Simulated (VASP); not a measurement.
Set up this calculation in VASP 6.6.1, as the native input.

```
Task                   : single point
Functional             : LDA
Potentials or basis    : VASP PAW LDA potentials, release 64 (Si)
Cutoff                 : 520 eV
k mesh                 : 12 × 12 × 6
Occupations            : gaussian, width 0.03 eV
Spin                   : no spin polarisation
Dipole correction      : no
Further INCAR settings : ALGO = Normal; EDIFF = 1e-06; NBANDS = 16
```

The structure of Si lies in POSCAR:

```
Si
1.0
    4.0015791861      0.0000000000      0.0000000000
   -2.0007895931      3.4654692304      0.0000000000
    0.0000000000      0.0000000000      6.2891202194
Si
4
Direct
    0.3333333333      0.6666666667      0.0630332926
    0.6666666667      0.3333333333      0.5630332926
    0.3333333333      0.6666666667      0.4369667074
    0.6666666667      0.3333333333      0.9369667074
```

This isn't the form of Si at room conditions, which is diamond.

This cell differs from its parent crystal: strain +0.0525 x Voigt [1, 1, 0, 0, 0, 0].

One way to write it, as run:

INCAR

```
PREC = Accurate ; ENCUT = 520
EDIFF = 1E-6 ; ISMEAR = 0
SIGMA = 0.03 ; LREAL = F
LASPH = T ; NELM = 60
ALGO = Normal ; ISIF = 2
LWAVE = F ; LCHARG = F
NBANDS = 16
```

KPOINTS

```
regular mesh
0
Gamma
  12 12 6
```

Potentials or basis: VASP PAW LDA potentials, release 64 (Si).

The run is started by

```sh
$ cat potpaw_LDA.64/Si/POTCAR > POTCAR
$ mpirun -np 1 vasp_std > vasp.out
```

Results of the run:

```yaml
Pressure: -7.6 GPa
Largest_force: 0.453 eV/Å
Band_gap_on_the_k_mesh: 0.19 eV
```

Caveat: the cell differs from its parent crystal (strain +0.0525 x Voigt [1, 1, 0, 0, 0, 0]); the cell stands under tension.

It took 87 s on 1 thread of Intel Xeon 8259CL, on a shared host, peak memory 0.21 GiB.
